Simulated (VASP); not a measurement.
# SrTiO3 in VASP: further runs

The runs below take SrTiO3 through single point, relaxation of cell and atoms, with PBE.

Everything below comes from runs of VASP 6.6.1. Logs are shortened: lines on timing, memory, paths and dates and some standing lists are left out, and cuts for length are marked.

## Step 1: The cell of the first run

The structure is cubic, space group Pm-3m (No. 221). The conventional cell has a = 3.937 Å, b = 3.937 Å, c = 3.937 Å, α = 90.00°, β = 90.00°, γ = 90.00°. Sr (site symmetry m-3m) has 12 O at 2.78 Å and 8 Ti at 3.41 Å within 3.7 Å. Ti (site symmetry m-3m) has 6 O at 1.97 Å within 2.6 Å. O (site symmetry 4/mmm) has 2 Ti at 1.97 Å within 2.6 Å.

The cell was built from a structure type or drawn by symmetry, and may not be a known phase.

## Step 2: Single point, PBE

The input, INCAR:

```
PREC = Accurate ; ENCUT = 520
EDIFF = 1E-7 ; ISMEAR = 0
SIGMA = 0.02 ; LREAL = F
LASPH = T ; NELM = 60
ALGO = Normal ; ISIF = 2
LWAVE = F ; LCHARG = F
GGA = PE ; NBANDS = 28
```

The input, KPOINTS:

```
Automatic mesh
0
Gamma
  8 8 8
```

The input, POSCAR:

```
SrTiO3
1.0
    3.9368288644      0.0000000000      0.0000000000
    0.0000000000      3.9368288644      0.0000000000
    0.0000000000      0.0000000000      3.9368288644
Sr Ti O
1 1 3
Direct
    0.5000000000      0.5000000000      0.5000000000
    0.0000000000      0.0000000000      0.0000000000
    0.0000000000      0.0000000000      0.5000000000
    0.0000000000      0.5000000000      0.0000000000
    0.5000000000      0.0000000000      0.0000000000
```

Potentials or basis: VASP PAW PBE potentials, release 64 (Sr_sv, Ti_sv, O).

Launch:

```
cat potpaw_PBE.64/Sr_sv/POTCAR potpaw_PBE.64/Ti_sv/POTCAR potpaw_PBE.64/O/POTCAR > POTCAR
mpirun -np 1 vasp_std > vasp.out
```

OUTCAR:

```text
PREC = Accurate
   ENCUT = 520
   EDIFF = 1E-7
   ISMEAR = 0
   LREAL = F
   LASPH = T
   NELM = 60
   ISIF = 2
   GGA = PE

 ion  position               nearest neighbor table
   1  0.500  0.500  0.500-   3 2.78   4 2.78   5 2.78   4 2.78   5 2.78   3 2.78   5 2.78   5 2.78
                             3 2.78   4 2.78   4 2.78   3 2.78   2 3.41   2 3.41   2 3.41   2 3.41
   2  0.000  0.000  0.000-   3 1.97   4 1.97   5 1.97   3 1.97   4 1.97   5 1.97   1 3.41   1 3.41
                             1 3.41   1 3.41   1 3.41   1 3.41   1 3.41   1 3.41
   3  0.000  0.000  0.500-   2 1.97   2 1.97   1 2.78   1 2.78   1 2.78   1 2.78
   4  0.000  0.500  0.000-   2 1.97   2 1.97   1 2.78   1 2.78   1 2.78   1 2.78
   5  0.500  0.000  0.000-   2 1.97   2 1.97   1 2.78   1 2.78   1 2.78   1 2.78

  LATTYP: Found a simple cubic cell.
 ALAT       =     3.9368288644

  Lattice vectors:

 A1 = (   3.9368288644,   0.0000000000,   0.0000000000)
 A2 = (   0.0000000000,   3.9368288644,   0.0000000000)
 A3 = (   0.0000000000,   0.0000000000,   3.9368288644)

Analysis of symmetry for initial positions (statically):
=====================================================================
 Subroutine PRICEL returns:
 Original cell was already a primitive cell.

 Routine SETGRP: Setting up the symmetry group for a
 simple cubic supercell.

 Subroutine GETGRP returns: Found 48 space group operations
 (whereof 48 operations were pure point group operations)
 out of a pool of 48 trial point group operations.

The static configuration has the point symmetry O_h .

Analysis of symmetry for dynamics (positions and initial velocities):
=====================================================================
 Subroutine PRICEL returns:
 Original cell was already a primitive cell.

 Routine SETGRP: Setting up the symmetry group for a
 simple cubic supercell.

 Subroutine GETGRP returns: Found 48 space group operations
 (whereof 48 operations were pure point group operations)
 out of a pool of 48 trial point group operations.

The dynamic configuration has the point symmetry O_h .

 Subroutine INISYM returns: Found 48 space group operations
 (whereof 48 operations are pure point group operations),
 and found     1 'primitive' translations

----------------------------------------------------------------------------------------

                                     Primitive cell

  volume of cell :      61.0154

  direct lattice vectors                    reciprocal lattice vectors
     3.936828864  0.000000000  0.000000000     0.254011550  0.000000000  0.000000000
     0.000000000  3.936828864  0.000000000     0.000000000  0.254011550  0.000000000
     0.000000000  0.000000000  3.936828864     0.000000000  0.000000000  0.254011550

  length of vectors
     3.936828864  3.936828864  3.936828864     0.254011550  0.254011550  0.254011550

  position of ions in fractional coordinates (direct lattice)
     0.500000000  0.500000000  0.500000000
     0.000000000  0.000000000  0.000000000
     0.000000000  0.000000000  0.500000000
     0.000000000  0.500000000  0.000000000
     0.500000000  0.000000000  0.000000000

  ion indices of the primitive-cell ions
   primitive index   ion index
                 1           1
                 2           2
                 3           3
                 4           4
                 5           5

----------------------------------------------------------------------------------------

 KPOINTS: Automatic mesh

Automatic generation of k-mesh.
 Grid dimensions read from file:
 generate k-points for:    8    8    8

 Generating k-lattice:

  Cartesian coordinates                     Fractional coordinates (reciprocal lattice)
     0.031751444  0.000000000  0.000000000     0.125000000  0.000000000  0.000000000
     0.000000000  0.031751444  0.000000000     0.000000000  0.125000000  0.000000000
     0.000000000  0.000000000  0.031751444     0.000000000  0.000000000  0.125000000

  Length of vectors
     0.031751444  0.031751444  0.031751444

  Shift w.r.t. Gamma in fractional coordinates (k-lattice)
     0.000000000  0.000000000  0.000000000

 Subroutine IBZKPT returns following result:
 ===========================================

 Found     35 irreducible k-points:

 Following reciprocal coordinates:
            Coordinates               Weight
  0.000000  0.000000  0.000000      1.000000
  0.125000  0.000000  0.000000      6.000000
  0.250000  0.000000  0.000000      6.000000
  0.375000  0.000000  0.000000      6.000000
  0.500000  0.000000  0.000000      3.000000
  0.125000  0.125000  0.000000     12.000000
[... 16 lines left out ...]
  0.375000  0.375000  0.125000     24.000000
  0.500000  0.375000  0.125000     24.000000
 [... further k-points ...]
   k-points           NKPTS =     35   k-points in BZ     NKDIM =     35   number of bands    NBANDS=     28
   number of dos      NEDOS =    301   number of ions     NIONS =      5
   total plane-waves  NPLWV =  27000
   dimension x,y,z NGX =    30 NGY =   30 NGZ =   30
   dimension x,y,z NGXF=    60 NGYF=   60 NGZF=   60
   ions per type =               1   1   3
   NGX,Y,Z   is equivalent  to a cutoff of  12.67, 12.67, 12.67 a.u.
   NGXF,Y,Z  is equivalent  to a cutoff of  25.34, 25.34, 25.34 a.u.
 SYSTEM =  unknown system
   PREC   = accura    normal or accurate (medium, high low for compatibility)
   ISTART =      0    job   : 0-new  1-cont  2-samecut
   ICHARG =      2    charge: 1-file 2-atom 10-const
   ISPIN  =      1    spin polarized calculation?
   LNONCOLLINEAR =      F non collinear calculations
   LSORBIT =      F    spin-orbit coupling
   LASPH  =      T    aspherical Exc in radial PAW
   ENCUT  =  520.0 eV  38.22 Ry    6.18 a.u.   7.32  7.32  7.32*2*pi/ulx,y,z
   NELM   =     60;   NELMIN=  2; NELMDL= -5     # of ELM steps
   EDIFF  = 0.1E-06   stopping-criterion for ELM
   LREAL  =      F    real-space projection
   EDIFFG = 0.1E-05   stopping-criterion for IOM
   NSW    =      0    number of steps for IOM
   IBRION =     -1    ionic relax: 0-MD 1-quasi-New 2-CG
   NFREE  =      0    steps in history (QN), initial steepest desc. (CG)
   ISIF   =      2    stress and relaxation
   ISYM   =      2    0-nonsym 1-usesym 2-fastsym
   POTIM  = 0.5000    time-step for ionic-motion
   TEBEG  =    0.0;   TEEND  =   0.0 temperature during run
   PSTRESS=    0.0 pullay stress
   NELECT =      40.0000    total number of electrons
   NUPDOWN=      -1.0000    fix difference up-down
   EMIN   =  10.00;   EMAX   =-10.00  energy-range for DOS
   EFERMI =   0.00;   METHOD = LEGACY
   ISMEAR =     0;   SIGMA  =   0.02  broadening in eV -4-tet -1-fermi 0-gaus
   EFERMI_NEDOS =   21; number of points for ismear=-14 and -15
   IALGO  =     38    algorithm
   IMIX   =      4    mixing-type and parameters
     AMIX     =   0.40;   BMIX     =  1.00
     AMIX_MAG =   1.60;   BMIX_MAG =  1.00
  volume/ion in A,a.u.               =      12.20        82.35
  Fermi-wavevector in a.u.,A,eV,Ry     =   1.422159  2.687492 27.518293  2.022538
  Thomas-Fermi vector in A             =   2.542893
   LORBIT       =      0    0 simple, 1 ext, 2 COOP (PROOUT), +10 PAW based schemes
   GGA     = PE    functional components
   LHFCALC =     F    Hartree Fock is set to
   AEXX    =    0.0000 exact exchange contribution
   IVDW    =     0    specifies the selected vdW correction
   LEPSILON=     F    determine dielectric tensor
   LRPA    =     F    only Hartree local field effects (RPA)
 non-spin polarized calculation
 Gauss-broadening in eV      SIGMA  =   0.02
  energy-cutoff  :      520.00
  volume of cell :       61.02
 maximum number of plane-waves:      1671
 NGX is ok and might be reduce to    30
   NGX = 15   NGY = 15   NGZ = 15

 number of electron      39.9999990 magnetization

 Free energy of the ion-electron system (eV)
  ---------------------------------------------------
  ext. energy  EPLUGINS =         0.00000000
  ---------------------------------------------------
  free energy    TOTEN  =       -40.10341986 eV

  energy without entropy =      -40.10341986  energy(sigma->0) =      -40.10341986

 E-fermi :   4.1464     XC(G=0): -11.1427

 val. band max:        3.9678698447   @ k =   0.5000   0.5000   0.5000
 cond. band min:       5.7784508723   @ k =   0.0000   0.0000   0.0000
 fundamental gap:      1.8105810276
 Fermi energy:         4.1463703809

 k-point     1 :       0.0000    0.0000    0.0000
  band No.  band energies     occupation
      1     -52.5962      2.00000
      2     -28.8980      2.00000
      3     -28.8271      2.00000
      4     -28.8271      2.00000
      5     -28.8271      2.00000
      6     -13.3720      2.00000
[... 20 lines left out ...]
     27       9.3443      0.00000
     28       9.9661      0.00000

 k-point     2 :       0.1250    0.0000    0.0000
  band No.  band energies     occupation
      1     -52.5961      2.00000
      2     -28.9146      2.00000
      3     -28.8267      2.00000
      4     -28.8267      2.00000
      5     -28.8167      2.00000
      6     -13.3776      2.00000
[... 20 lines left out ...]
     27       9.6120      0.00000
     28      10.3343      0.00000

 k-point     3 :       0.2500    0.0000    0.0000
  band No.  band energies     occupation
      1     -52.5956      2.00000
      2     -28.9468      2.00000
      3     -28.8258      2.00000
      4     -28.8258      2.00000
      5     -28.7994      2.00000
      6     -13.4372      2.00000
[... 20 lines left out ...]
     27      10.2536      0.00000
     28      11.3443      0.00000

 k-point     4 :       0.3750    0.0000    0.0000
  band No.  band energies     occupation
      1     -52.5951      2.00000
      2     -28.9747      2.00000
      3     -28.8249      2.00000
      4     -28.8249      2.00000
      5     -28.7863      2.00000
      6     -13.5353      2.00000
[... 20 lines left out ...]
     27      10.9492      0.00000
     28      11.9556      0.00000

 k-point     5 :       0.5000    0.0000    0.0000
  band No.  band energies     occupation
      1     -52.5949      2.00000
      2     -28.9856      2.00000
      3     -28.8246      2.00000
      4     -28.8246      2.00000
      5     -28.7815      2.00000
      6     -13.5809      2.00000
[... 20 lines left out ...]
     27      11.2687      0.00000
     28      11.9069      0.00000

 k-point     6 :       0.1250    0.1250    0.0000
  band No.  band energies     occupation
      1     -52.5959      2.00000
      2     -28.9224      2.00000
      3     -28.8361      2.00000
      4     -28.8264      2.00000
      5     -28.8056      2.00000
      6     -13.3668      2.00000
[... 463 lines left out ...]
      5     -28.8032      2.00000
      6     -13.1920      2.00000
[... 20 lines left out ...]
     27      11.7727      0.00000
     28      12.1047      0.00000

 k-point    22 :       0.5000    0.2500    0.1250
  band No.  band energies     occupation
      1     -52.5941      2.00000
      2     -28.9452      2.00000
      3     -28.8562      2.00000
      4     -28.8327      2.00000
      5     -28.8100      2.00000
      6     -13.1930      2.00000
[... 20 lines left out ...]
     27      11.9852      0.00000
     28      12.2446      0.00000

 k-point    23 :       0.3750    0.3750    0.1250
  band No.  band energies     occupation
      1     -52.5938      2.00000
      2     -28.9190      2.00000
      3     -28.8790      2.00000
      4     -28.8338      2.00000
      5     -28.8213      2.00000
      6     -12.9797      2.00000
[... 20 lines left out ...]
     27      12.0333      0.00000
     28      12.4793      0.00000

 k-point    24 :       0.5000    0.3750    0.1250
  band No.  band energies     occupation
      1     -52.5936      2.00000
      2     -28.9130      2.00000
      3     -28.8787      2.00000
      4     -28.8356      2.00000
      5     -28.8318      2.00000
      6     -12.8936      2.00000
[... 20 lines left out ...]
     27      12.0889      0.00000
     28      12.5798      0.00000

 [... further k-points ...]

------------------------ aborting loop because EDIFF is reached ----------------------------------------

  FORCE on cell =-STRESS in cart. coord.  units (eV):
  Direction    XX          YY          ZZ          XY          YZ          ZX
  --------------------------------------------------------------------------------------
  -------------------------------------------------------------------------------------
  Total        0.2159467      0.2159467      0.2159467     -0.0000000     -0.0000000     -0.0000000
  in kB        5.6704504      5.6704504      5.6704504     -0.0000000     -0.0000000     -0.0000000
  external PRESSURE =       5.6704504 kB  Pullay stress =       0.0000000 kB

 VOLUME and BASIS-vectors are now :
 -----------------------------------------------------------------------------
  energy-cutoff  :      520.00
  volume of cell :       61.02
      direct lattice vectors                 reciprocal lattice vectors
     3.936828864  0.000000000  0.000000000     0.254011550  0.000000000  0.000000000
     0.000000000  3.936828864  0.000000000     0.000000000  0.254011550  0.000000000
     0.000000000  0.000000000  3.936828864     0.000000000  0.000000000  0.254011550

 POSITION                                       TOTAL-FORCE (eV/Angst)
 -----------------------------------------------------------------------------------
      1.96841      1.96841      1.96841         0.000000      0.000000      0.000000
      0.00000      0.00000      0.00000         0.000000      0.000000      0.000000
      0.00000      0.00000      1.96841         0.000000      0.000000      0.000000
      0.00000      1.96841      0.00000         0.000000      0.000000      0.000000
      1.96841      0.00000      0.00000         0.000000      0.000000      0.000000
 -----------------------------------------------------------------------------------
    total drift:                                0.000000     -0.000000      0.000000

  FREE ENERGIE OF THE ION-ELECTRON SYSTEM (eV)
  ---------------------------------------------------
  free  energy   TOTEN  =       -40.1034198593 eV

  energy  without entropy=      -40.1034198593  energy(sigma->0) =      -40.10341986
```

It took 2.3 min on 1 thread of AMD EPYC 7R13, shared host; peak memory 0.18 GiB.

Results:

- Free energy: -40.1034 eV
- Pressure: 0.6 GPa
- Band gap on the k mesh: 1.81 eV (least direct gap 2.18 eV)

A k mesh can miss the band edges.

(Continued in part 2 of 2.)
